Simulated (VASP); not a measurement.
# FeAu (R-3m) in VASP: further runs, part 2 of 3

VASP 6.6.1.

### Step 3. Single point, PBE, collinear spin, ferromagnetic start

Contents of INCAR:

```
SYSTEM = FeAu
  PREC = Accurate
  ENCUT = 520
  EDIFF = 1E-7
  ISMEAR = 0
  SIGMA = 0.11
  LREAL = .False.
  LASPH = .True.
  NELM = 150
  ALGO = Normal
  ISIF = 2
  LWAVE = .False.
  LCHARG = .True.
  ISPIN = 2
  MAGMOM = 3.23 0
  LORBIT = 11
  LMAXMIX = 4
  GGA = PE
  LELF = .True.
  LVHAR = .True.
  NBANDS = 20
  ISYM = 0
```

Contents of KPOINTS:

```
Automatic mesh
0
Gamma
  6 2 3
  0 0 0
```

Contents of POSCAR:

```
FeAu
1.0
    1.4117478522      0.8150730025      4.4694532999
   -1.4117478522      0.8150730025      4.4694532999
    0.0000000000     -1.6301460050      4.4694532999
Fe Au
1 1
Direct
    0.5000000000      0.5000000000      0.5000000000
    0.0000000000      0.0000000000      0.0000000000
```

Potentials or basis: VASP PAW PBE potentials, release 64 (Fe, Au).

Command:

```
$ cat potpaw_PBE.64/Fe/POTCAR potpaw_PBE.64/Au/POTCAR > POTCAR
$ mpirun -np 1 vasp_std > vasp.out
```

OUTCAR:

```text
SYSTEM = FeAu
   PREC = Accurate
   ENCUT = 520
   EDIFF = 1E-7
   ISMEAR = 0
   LREAL = .False.
   LASPH = .True.
   NELM = 150
   ISIF = 2
   ISPIN = 2
   LORBIT = 11
   GGA = PE
   ISYM = 0

 ion  position               nearest neighbor table
   1  0.500  0.500  0.500-   2 2.77   2 2.77   2 2.77   2 2.77   2 2.77   2 2.77
   2  0.000  0.000  0.000-   1 2.77   1 2.77   1 2.77   1 2.77   1 2.77   1 2.77

IMPORTANT INFORMATION: All symmetrisations will be switched off!
NOSYMM: (Re-)initialisation of all symmetry stuff for point group C_1.

----------------------------------------------------------------------------------------

                                     Primitive cell

  volume of cell :      30.8574

  direct lattice vectors                    reciprocal lattice vectors
     1.411747852  0.815073003  4.469453300     0.354170895  0.204480661  0.074580337
    -1.411747852  0.815073003  4.469453300    -0.354170895  0.204480661  0.074580337
     0.000000000 -1.630146005  4.469453300     0.000000000 -0.408961323  0.074580337

  length of vectors
     4.757456127  4.757456127  4.757456127     0.415706135  0.415706135  0.415706135

  position of ions in fractional coordinates (direct lattice)
     0.500000000  0.500000000  0.500000000
     0.000000000  0.000000000  0.000000000

  ion indices of the primitive-cell ions
   primitive index   ion index
                 1           1
                 2           2

----------------------------------------------------------------------------------------

 KPOINTS: Automatic mesh

Automatic generation of k-mesh.
 Grid dimensions read from file:
 generate k-points for:    6    2    3

 Generating k-lattice:

  Cartesian coordinates                     Fractional coordinates (reciprocal lattice)
     0.059028482  0.034080110  0.012430056     0.166666667 -0.000000000  0.000000000
    -0.177085447  0.102240331  0.037290169    -0.000000000  0.500000000  0.000000000
     0.000000000 -0.136320441  0.024860112     0.000000000  0.000000000  0.333333333

  Length of vectors
     0.069284356  0.207853067  0.138568712

  Shift w.r.t. Gamma in fractional coordinates (k-lattice)
     0.000000000  0.000000000  0.000000000

 -----------------------------------------------------------------------------
|                                                                             |
|           W    W    AA    RRRRR   N    N  II  N    N   GGGG   !!!           |
|           W    W   A  A   R    R  NN   N  II  NN   N  G    G  !!!           |
|           W    W  A    A  R    R  N N  N  II  N N  N  G       !!!           |
|           W WW W  AAAAAA  RRRRR   N  N N  II  N  N N  G  GGG   !            |
|           WW  WW  A    A  R   R   N   NN  II  N   NN  G    G                |
|           W    W  A    A  R    R  N    N  II  N    N   GGGG   !!!           |
|                                                                             |
|     Your reciprocal lattice and k-lattice belong to different lattice       |
|     classes:                                                                |
|                                                                             |
|        The reciprocal lattice is rhombohedral (trigonal),                   |
|        whereas your k-lattice is triclinic.                                 |
|                                                                             |
|     Results are often still useful ...                                      |
|                                                                             |
 -----------------------------------------------------------------------------

 WARNING: IBZKPT: internal override: KBLOWUP is changed to .FALSE.
      ... skipping the blow-up phase ...

 Subroutine IBZKPT returns following result:
 ===========================================

[... 47 lines left out ...]
   NFREE  =      0    steps in history (QN), initial steepest desc. (CG)
   ISIF   =      2    stress and relaxation
   ISYM   =      0    0-nonsym 1-usesym 2-fastsym
   POTIM  = 0.5000    time-step for ionic-motion
   TEBEG  =    0.0;   TEEND  =   0.0 temperature during run
   PSTRESS=    0.0 pullay stress
   NELECT =      19.0000    total number of electrons
   NUPDOWN=      -1.0000    fix difference up-down
   EMIN   =  10.00;   EMAX   =-10.00  energy-range for DOS
   EFERMI =   0.00;   METHOD = LEGACY
   ISMEAR =     0;   SIGMA  =   0.11  broadening in eV -4-tet -1-fermi 0-gaus
   EFERMI_NEDOS =   21; number of points for ismear=-14 and -15
   IALGO  =     38    algorithm
   IMIX   =      4    mixing-type and parameters
     AMIX     =   0.40;   BMIX     =  1.00
     AMIX_MAG =   1.60;   BMIX_MAG =  1.00
  volume/ion in A,a.u.               =      15.43       104.12
  Fermi-wavevector in a.u.,A,eV,Ry     =   1.392749  2.631914 26.391907  1.939750
  Thomas-Fermi vector in A             =   2.516462
   LORBIT       =     11    0 simple, 1 ext, 2 COOP (PROOUT), +10 PAW based schemes
   GGA     = PE    functional components
   LHFCALC =     F    Hartree Fock is set to
   AEXX    =    0.0000 exact exchange contribution
   IVDW    =     0    specifies the selected vdW correction
   LEPSILON=     F    determine dielectric tensor
   LRPA    =     F    only Hartree local field effects (RPA)
 spin polarized calculation
 Gauss-broadening in eV      SIGMA  =   0.11
  energy-cutoff  :      520.00
  volume of cell :       30.86
 maximum number of plane-waves:       844
   NGX = 17   NGY = 17   NGZ = 17

 number of electron      19.0000004 magnetization       2.9277767

 Free energy of the ion-electron system (eV)
  ---------------------------------------------------
  ext. energy  EPLUGINS =         0.00000000
  ---------------------------------------------------
  free energy    TOTEN  =       -10.99143053 eV

  energy without entropy =      -10.97941873  energy(sigma->0) =      -10.98542463

 E-fermi :   7.4468     XC(G=0): -12.4111

 val. band max:        7.4288856651   @ k =   0.1667   0.5000   0.0000
 cond. band min:       7.4746261603   @ k =   0.5000   0.5000   0.3333
 fundamental gap:      0.0457404952
 Fermi energy:         7.4467508138

 spin component 1

 k-point     1 :       0.0000    0.0000    0.0000
  band No.  band energies     occupation
      1      -1.9656      1.00000
      2       0.8366      1.00000
      3       2.5942      1.00000
      4       2.6015      1.00000
      5       3.7580      1.00000
      6       3.7793      1.00000
[... 436 lines left out ...]
      6       4.5402      1.00000
[... 12 lines left out ...]
     19      24.8288      0.00000
     20      25.6369      0.00000
 Fermi energy:         7.4467508138

 spin component 2

 k-point     1 :       0.0000    0.0000    0.0000
  band No.  band energies     occupation
      1      -1.9082      1.00000
      2       0.9542      1.00000
      3       2.6864      1.00000
      4       2.6977      1.00000
      5       4.1112      1.00000
      6       4.1256      1.00000
[... 449 lines left out ...]
     19      24.9637      0.00000
     20      25.8938      0.00000

------------------------ aborting loop because EDIFF is reached ----------------------------------------

  FORCE on cell =-STRESS in cart. coord.  units (eV):
  Direction    XX          YY          ZZ          XY          YZ          ZX
  --------------------------------------------------------------------------------------
  -------------------------------------------------------------------------------------
  Total        0.0690725     -0.2395675     -0.3969914     -0.1237902      0.4240058      0.0355585
  in kB        3.5863836    -12.4388193    -20.6125813     -6.4274335     22.0152220      1.8462685
  external PRESSURE =      -9.8216723 kB  Pullay stress =       0.0000000 kB

 VOLUME and BASIS-vectors are now :
 -----------------------------------------------------------------------------
  energy-cutoff  :      520.00
  volume of cell :       30.86
      direct lattice vectors                 reciprocal lattice vectors
     1.411747852  0.815073003  4.469453300     0.354170895  0.204480661  0.074580337
    -1.411747852  0.815073003  4.469453300    -0.354170895  0.204480661  0.074580337
     0.000000000 -1.630146005  4.469453300     0.000000000 -0.408961323  0.074580337

 POSITION                                       TOTAL-FORCE (eV/Angst)
 -----------------------------------------------------------------------------------
      0.00000      0.00000      6.70418         0.000000     -0.000000      0.000000
      0.00000      0.00000      0.00000        -0.000000      0.000000     -0.000000
 -----------------------------------------------------------------------------------
    total drift:                                0.000000      0.000001      0.000000

  FREE ENERGIE OF THE ION-ELECTRON SYSTEM (eV)
  ---------------------------------------------------
  free  energy   TOTEN  =       -10.9914305347 eV

  energy  without entropy=      -10.9794187321  energy(sigma->0) =      -10.98542463

 total charge

# of ion       s       p       d       tot
------------------------------------------
    1        0.373   0.354   6.101   6.827
    2        0.609   0.453   8.684   9.746
--------------------------------------------------
tot          0.982   0.806  14.785  16.573

 magnetization (x)

# of ion       s       p       d       tot
------------------------------------------
    1       -0.001  -0.015   2.927   2.912
    2       -0.019  -0.037   0.093   0.038
--------------------------------------------------
tot         -0.020  -0.051   3.021   2.950
```

stdout:

```text
POSCAR found type information on POSCAR FeAu
 POSCAR found :  2 types and       2 ions
 scaLAPACK will be used
 LDA part: xc-table for (Slater+PW92), standard interpolation
 -----------------------------------------------------------------------------
|                                                                             |
|           W    W    AA    RRRRR   N    N  II  N    N   GGGG   !!!           |
|           W    W   A  A   R    R  NN   N  II  NN   N  G    G  !!!           |
|           W    W  A    A  R    R  N N  N  II  N N  N  G       !!!           |
|           W WW W  AAAAAA  RRRRR   N  N N  II  N  N N  G  GGG   !            |
|           WW  WW  A    A  R   R   N   NN  II  N   NN  G    G                |
|           W    W  A    A  R    R  N    N  II  N    N   GGGG   !!!           |
|                                                                             |
|     Your reciprocal lattice and k-lattice belong to different lattice       |
|     classes:                                                                |
|                                                                             |
|        The reciprocal lattice is rhombohedral (trigonal),                   |
|        whereas your k-lattice is triclinic.                                 |
|                                                                             |
|     Results are often still useful ...                                      |
|                                                                             |
 -----------------------------------------------------------------------------

 POSCAR, INCAR and KPOINTS ok, starting setup
 FFT: planning ... GRIDC
 FFT: planning ... GRID_SOFT
 FFT: planning ... GRID
 WAVECAR not read
 entering main loop
```

Run time: 50 s. Hardware: 1 thread of Intel Xeon Platinum 8375C at 2.90GHz (Ice Lake), shared host; peak memory 0.25 GiB.

What came out:

| Quantity | Value |
| --- | --- |
| Free energy | -10.9914 eV |
| Pressure | -1.0 GPa |
| Net moment | 2.93 μB per cell |
| Site moments | Fe +2.91; Au +0.04 μB |
| Valence electrons inside the program's atomic spheres | Fe 6.83; Au 9.75 |

Levels at points of the mesh, in eV from the Fermi level:
Spin up:
```tsv
k point	band 9	band 10	band 11	band 12	band 13	band 14
(0.00, 0.00, 0.00)	-2.24	-1.62	-1.56	-0.64	4.21	14.90
(0.50, 0.00, 0.00)	-1.93	-1.29	0.86	1.36	5.91	6.52
(0.00, 0.50, 0.00)	-1.93	-1.37	0.87	1.37	5.92	6.52
(0.50, 0.50, 0.00)	-1.36	-1.23	-0.91	1.29	3.39	7.03
```
Spin down:
```
           k point  band 4  band 5  band 6  band 7  band 8  band 9  band 10  band 11  band 12  band 13
(0.00, 0.00, 0.00)   -4.75   -3.34   -3.32   -1.24   -0.53    0.29     0.39     1.26     1.31     5.18
(0.50, 0.00, 0.00)   -3.70   -2.55   -1.88   -1.52   -0.57    0.62     1.44     1.60     2.70     6.67
(0.00, 0.50, 0.00)   -3.69   -2.56   -1.88   -1.55   -0.61    0.65     1.43     1.69     2.69     6.67
(0.50, 0.50, 0.00)   -3.91   -1.89   -0.97   -0.87    0.12    1.18     1.22     1.38     1.63     4.32
```

Caveat: the k points lie up to 1.31 Å⁻¹ apart; spin-orbit coupling is left out, which moves the levels of the heavy elements.

(Continued in part 3 of 3.)
